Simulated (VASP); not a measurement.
A run of VASP 6.6.1 is set up as follows.

Contents of INCAR:

```
PREC = Accurate
ENCUT = 520
EDIFF = 1E-6
ISMEAR = -1
SIGMA = 0.15
LREAL = F
LASPH = T
NELM = 60
ALGO = Fast
ISIF = 2
LWAVE = F
LCHARG = F
GGA = PE
NBANDS = 18
```

Contents of KPOINTS:

```
Automatic mesh
0
Gamma
  16 16 10
```

Contents of POSCAR:

```
Au
1.0
    1.4582280121     -2.5259136460      0.0000000000
    1.4582280121      2.5259136460      0.0000000000
    0.0000000000      0.0000000000      4.8893443227
Au
2
Direct
    0.6666363790      0.3333636210      0.2500000000
    0.3333636210      0.6666363790      0.7500000000
```

Potentials or basis: VASP PAW PBE potentials, release 64 (Au).

Run with:

```console
$ cat potpaw_PBE.64/Au/POTCAR > POTCAR
$ mpirun -np 1 vasp_std > vasp.out
```

Task: Predict the band gap on the k mesh.

Result: Zero (bands 11 and 12 overlap by 6.13 eV).

Task: Estimate the pressure.

Result: -0.2 GPa.

Caveat: spin-orbit coupling is left out, which moves the levels of the heavy elements.
